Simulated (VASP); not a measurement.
Here is a VASP 6.6.1 calculation.

Contents of INCAR:

```
SYSTEM = Ir
ALGO = Normal
EDIFF = 1E-7
EDIFFG = -0.03
ENCUT = 600
GGA = PE
IBRION = 2
ISIF = 3
ISMEAR = 1
LASPH = .TRUE.
LCHARG = .FALSE.
LREAL = .FALSE.
LWAVE = .FALSE.
NELM = 60
NSW = 60
PREC = Accurate
SIGMA = 0.1
```

File KPOINTS:

```
k-points
0
G
  19 19 19
  0 0 0
```

POSCAR

```
Ir
1.0
    2.4900000000      0.0000000000      0.0000000000
    0.0000000000      2.4900000000      0.0000000000
    0.0000000000      0.0000000000      2.4900000000
Ir
1
Direct
    0.0000000000      0.0000000000      0.0000000000
```

Potentials or basis: VASP PAW PBE potentials, release 64 (Ir).

Run with:

```console
$ cat potpaw_PBE.64/Ir/POTCAR > POTCAR
$ mpirun -np 1 vasp_std > vasp.out
```

Problem. Estimate the space group after relaxing (to 0.05 Å).

Solution. Pm-3m (No. 221).

Problem. Estimate the relaxed cell.

Solution. a = 2.571 Å, b = 2.571 Å, c = 2.571 Å, α = 90.00°, β = 90.00°, γ = 90.00°.

Problem. What does it give for the relaxed volume?

Solution. 17.00 Å³/atom.

Step by step:
```tsv
step	energy change (eV)	largest force (eV/Å)	pressure (GPa)	volume (Å³)
1	0.0000	0.0000	30.21	15.44
2	0.7197	0.0000	-33.86	22.90
3	-0.1319	0.0000	-2.99	17.22
4	-0.1339	0.0000	-0.46	17.04
5	-0.1339	0.0000	0.01	17.00
```
